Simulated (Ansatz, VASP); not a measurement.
**ZrBrCl3 in VASP and in Ansatz**

The input INCAR:

```
ALGO = Normal
EDIFF = 1E-7
ENCUT = 520
GGA = PE
ISIF = 2
ISMEAR = 0
LASPH = T
LCHARG = F
LREAL = F
LWAVE = F
NBANDS = 28
NELM = 60
PREC = Accurate
SIGMA = 0.1
```

File KPOINTS:

```
k-points
0
Gamma
  3 3 3
```

The input POSCAR:

```
ZrBrCl3
1.0
    5.5737988000      3.2180342000      2.4079699000
   -5.5737988000      3.2180342000      2.4079699000
    0.0000000000     -6.4360685000      2.4079699000
Zr Br Cl
1 1 3
Direct
    0.7404640000      0.7404640000      0.7404640000
    0.3968780000      0.3968780000      0.3968780000
    0.0764230000      0.7355000000      0.7355000000
    0.7355000000      0.7355000000      0.0764230000
    0.7355000000      0.0764230000      0.7355000000
```

Input for Ansatz:

```yaml
crystal:
  lattice:
    - [5.5737988, 3.2180342, 2.4079699]
    - [-5.5737988, 3.2180342, 2.4079699]
    - [0.0, -6.4360685, 2.4079699]
  atoms:
    - { symbol: Zr, position: [0.740464, 0.740464, 0.740464] }
    - { symbol: Br, position: [0.396878, 0.396878, 0.396878] }
    - { symbol: Cl, position: [0.076423, 0.7355, 0.7355] }
    - { symbol: Cl, position: [0.7355, 0.7355, 0.076423] }
    - { symbol: Cl, position: [0.7355, 0.076423, 0.7355] }
basis:
  ecutwfc: 420
kpoints:
  mp_grid: { grid: [3, 3, 3] }
hamiltonian:
  xc: pbe
scf:
  occupations: { method: gaussian, width: 0.1 }
  lower_state_search: "off"
output:
  forces: true
  stress: true
  eigenvalues: true
```

Change from the starting cell: relaxed end of: species swapped into the AgBrO3 type (R3m, No. 160).

Alike in both runs: task single point; functional PBE; k mesh 3 × 3 × 3; occupations gaussian, width 0.1 eV; no spin polarisation.

```csv
,VASP,Ansatz
version,VASP 6.6.1,Ansatz 0.2.0
potentials or method,"VASP PAW PBE potentials, release 64 (Zr_sv, Br, Cl), cutoff 520 eV","scalar-relativistic, plane waves, PAW"
valence electrons in the cell,40,40
```

VASP gave:

- gap on the k mesh at the Fermi level (eV): 4.20
- least direct gap on the mesh (eV): 4.20
- pressure (GPa): 0.0
- rms of the force components (eV/Å): 0.007

Task: What did Ansatz give for the same quantities?

Result: gap on the k mesh at the Fermi level (eV): 4.19; least direct gap on the mesh (eV): 4.19; pressure (GPa): 0.0; rms of the force components (eV/Å): 0.003.

Atom by atom the forces differ by 0.006 eV/Å (rms over components).
